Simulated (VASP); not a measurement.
CoO, 2 atoms in the cell. Symmetry: Fm-3m, No. 225, cubic system. The conventional cell has a = 4.271 Å, b = 4.271 Å, c = 4.271 Å, α = 90.00°, β = 90.00°, γ = 90.00°. Within 2.8 Å of Co (site symmetry m-3m) lie 6 O at 2.14 Å. Within 2.8 Å of O (site symmetry m-3m) lie 6 Co at 2.14 Å. 

| Property | Result |
| --- | --- |
| Program | VASP 6.6.1 |
| Task | single point |
| Functional | PBE |
| Potentials or basis | VASP PAW PBE potentials, release 64 (Co_sv, O) |
| Cutoff | 700 eV |
| k mesh | 20 × 20 × 20 |
| Occupations | gaussian, width 0.15 eV |
| Spin | collinear spin, ferromagnetic start |
| Starting moments | [2.79, 0.28] μB |
| Hubbard terms | Co d U = 3.32 eV |
| Dipole correction | no |
| Further INCAR settings | ALGO = Normal; EDIFF = 1e-06; NBANDS = 22 |

Potentials or basis: VASP PAW PBE potentials, release 64 (Co_sv, O).

Command:

```sh
$ cat potpaw_PBE.64/Co_sv/POTCAR potpaw_PBE.64/O/POTCAR > POTCAR
$ mpirun -np 1 vasp_std > vasp.out
```

Hardware: 1 thread of Intel(R) Xeon(R) 6975P-C (Granite Rapids) (shared host).

Question: Estimate the wall time of this run.

Answer: It took 2.8 min on 1 thread of Intel(R) Xeon(R) 6975P-C (Granite Rapids) (shared host), peak memory 0.36 GiB. Counts: scf iterations 14, k points 256.
